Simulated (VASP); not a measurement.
Runs of VASP 6.6.1 on HgTe. The structure is that of space group F-43m (No. 216), or close to it. The cells are those of the table. 

| cell | gap on the mesh (eV) | pressure (GPa) |
| --- | --- | --- |
| a = 4.821, b = 4.821, c = 4.702 Å, angles 60.8, 60.8, 58.4°, 2 atoms | none | -1.4 |
| a = 4.820 Å, angles 60.0°, 2 atoms | none | -2.0 |
| a = 4.937 Å, angles 60.0°, 2 atoms | none | (a) |
| a = 4.467 Å, angles 60.0°, 2 atoms | none | 8.0 |
| a = 4.761, b = 4.761, c = 4.820 Å, angles 59.6, 59.6, 60.8°, 2 atoms | - | -1.4 |

Alike in all rows: task single point; level PBE; potentials or basis VASP PAW PBE potentials, release 64 (Hg, Te); no spin polarisation; k mesh 16 × 16 × 16; cutoff (eV) 520; smearing gaussian 0.15 eV.

Estimate the missing entries.

(a) -3.4.

Caveats: spin-orbit coupling is left out, which moves the levels of the heavy elements.

A k mesh can miss the band edges, and the runs leave out spin-orbit coupling on Hg, Te.

A gap of «none» marks levels without a gap at the run's occupations.
